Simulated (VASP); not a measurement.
Wanted: the native input for a VASP 6.6.1 run.

| Quantity | Value |
| --- | --- |
| Task | single point |
| Functional | r2SCAN |
| Potentials or basis | VASP PAW PBE potentials, release 64 (Si, C) |
| Cutoff | 520 eV |
| k mesh | 12 × 12 × 6 |
| Occupations | gaussian, width 0.05 eV |
| Spin | no spin polarisation |
| Dipole correction | no |
| Further INCAR settings | ALGO = Normal; EDIFF = 1e-06; NBANDS = 16 |

Crystal: SiC.

```
Si C
1.0
     3.08804    0.01493   -0.02254
    -1.53109    2.65959    0.00668
    -0.03699   -0.00870    5.03354
Si C
2 2
Direct
  0.31707 0.67841 0.00414
  0.61498 0.28354 0.48863
  0.31521 0.61675 0.37053
  0.75274 0.42130 0.90671
```

This cell differs from its parent crystal: atoms moved at random and the cell strained at random.

One way to write it, as run:

POSCAR

```
SiC
1.0
    3.0880362775      0.0149273412     -0.0225395276
   -1.5310906821      2.6595929594      0.0066777346
   -0.0369894675     -0.0087017636      5.0335439936
Si C
2 2
Direct
    0.3170686514      0.6784063763      0.0041401626
    0.6149750670      0.2835410403      0.4886252857
    0.3152115151      0.6167476170      0.3705276305
    0.7527447664      0.4213049665      0.9067069212
```

INCAR.step1

```
SYSTEM = SiC
ALGO = Normal ; EDIFF = 1E-4
ENCUT = 520 ; GGA = PE
ISMEAR = 0 ; LASPH = .True.
LCHARG = .False. ; LREAL = .False.
LWAVE = .True. ; NBANDS = 16
NELM = 80 ; PREC = Accurate
SIGMA = 0.05
```

INCAR.step2

```
SYSTEM = SiC
ALGO = Normal ; EDIFF = 1E-6
ENCUT = 520 ; ISIF = 2
ISMEAR = 0 ; ISTART = 1
LASPH = .True. ; LCHARG = .False.
LMIXTAU = .True. ; LREAL = .False.
LWAVE = .False. ; METAGGA = R2SCAN
NBANDS = 16 ; NELM = 80
PREC = Accurate ; SIGMA = 0.05
```

KPOINTS

```
k-points
0
Gamma
  12 12 6
  0 0 0
```

Potentials or basis: VASP PAW PBE potentials, release 64 (Si, C).

The run is started by

```sh
$ cat potpaw_PBE.64/Si/POTCAR potpaw_PBE.64/C/POTCAR > POTCAR
$ cp INCAR.step1 INCAR
$ mpirun -np 1 vasp_std > vasp.out
$ cp INCAR.step2 INCAR
$ mpirun -np 1 vasp_std > vasp.out
```

It gave:

| Quantity | Value |
| --- | --- |
| Pressure | 11.1 GPa |
| Largest force | 11.382 eV/Å |
| Band gap on the k mesh | 2.09 eV, indirect (least direct gap 3.89 eV) |

Caveat: the cell differs from its parent crystal (atoms moved at random and the cell strained at random); the PAW data sets were made with another functional, which shifts forces and pressure a little.

Run time: 9.1 min on 1 thread of Intel(R) Xeon(R) Platinum 8259CL CPU @ 2.50GHz (Skylake/Cascade Lake), with other jobs on the host, peak memory 0.35 GiB.
